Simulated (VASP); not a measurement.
Co:

```
Co
1.0
     2.20665    0.00000    0.00000
    -1.10332    1.91101    0.00000
     0.00000    0.00000    3.55947
Co
2
Direct
  0.66667 0.33333 0.25000
  0.33333 0.66667 0.75000
```

Base run:

- Program: VASP 6.6.1
- Functional: LDA
- Potentials or basis: VASP PAW LDA potentials, release 64 (Co)
- Cutoff: 520 eV
- k mesh: 24 × 24 × 12
- Occupations: gaussian, width 0.15 eV
- Spin: collinear spin, ferromagnetic start
- Starting moments: [1.925, 1.925] μB
- Fixed moment: 3.85 μB

Its results: pressure 179.9 GPa; site moments Co +1.89 μB.

**Question.** The run is repeated on the same cell with these changes: fixed moment from 3.85 μB to 3.3 μB; moments at the start from [1.92, 1.92] to [1.65, 1.65]. What comes out?

**Answer.** Pressure 165.1 GPa; site moments Co +1.61 μB.

Caveats: the total moment is fixed, so each spin has its own Fermi level.
